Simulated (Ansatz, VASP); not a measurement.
# AlRu: VASP beside Ansatz

Contents of INCAR:

```
SYSTEM = AlRu
ALGO = Fast ; EDIFF = 1E-6
ENCUT = 520 ; GGA = PS
ISIF = 2 ; ISMEAR = 0
LASPH = .True. ; LCHARG = .False.
LREAL = .False. ; LWAVE = .False.
NBANDS = 25 ; NELM = 100
PREC = Accurate ; SIGMA = 0.15
```

File KPOINTS:

```
k-points
0
Gamma
  16 16 8
  0 0 0
```

File POSCAR:

```
AlRu
1.0
    2.9763250904      0.0000000000      0.0000000000
    0.0000000000      2.9763250904      0.0000000000
    0.0000000000      0.0000000000      5.9526501809
Al Ru
2 2
Direct
    0.0000000000      0.0000000000      0.0000000000
    0.0000000000      0.0000000000      0.5000000000
    0.5000000000      0.5000000000      0.2500000000
    0.5000000000      0.5000000000      0.7500000000
```

Input for Ansatz:

```yaml
crystal:
  lattice:
    - [2.9763250904, 0.0, 0.0]
    - [0.0, 2.9763250904, 0.0]
    - [0.0, 0.0, 5.9526501809]
  atoms:
    - { symbol: Al, position: [0.0, 0.0, 0.0] }
    - { symbol: Al, position: [0.0, 0.0, 0.5] }
    - { symbol: Ru, position: [0.5, 0.5, 0.25] }
    - { symbol: Ru, position: [0.5, 0.5, 0.75] }
basis:
  ecutwfc: 420
kpoints:
  mp_grid: { grid: [16, 16, 8] }
hamiltonian:
  xc: pbesol
  pseudopotentials: { kind: paw, azcp: { folder: soft_1 } }
scf:
  occupations: { method: gaussian, width: 0.15 }
output:
  forces: true
  stress: true
  eigenvalues: true
  write_density: true
  write_potential: true
  elf: true
  volumetric_format: npy
```

Alike in both runs: task single point; functional PBEsol; k mesh 16 × 16 × 8; occupations gaussian, width 0.15 eV; no spin polarisation.

```csv
,VASP,Ansatz
version,VASP 6.6.1,Ansatz 0.2.0
potentials or method,"VASP PAW PBE potentials, release 64 (Al, Ru_pv), cutoff 520 eV","scalar-relativistic, plane waves, PAW"
valence electrons in the cell,34,38
```

```tsv
	VASP	Ansatz	Ansatz less VASP
gap on the k mesh at the Fermi level (eV)	none	none	-
pressure (GPa)	0.1	0.0	-0.11
```

VASP's potentials were made for PBE, not for PBEsol, and Ansatz warns of the same on its side. A gap of «none» marks a metal or a gap that the smearing closes. VASP's potentials hold 34 valence electrons a cell and Ansatz's 38, so a difference there can come from the potentials and not from the codes.
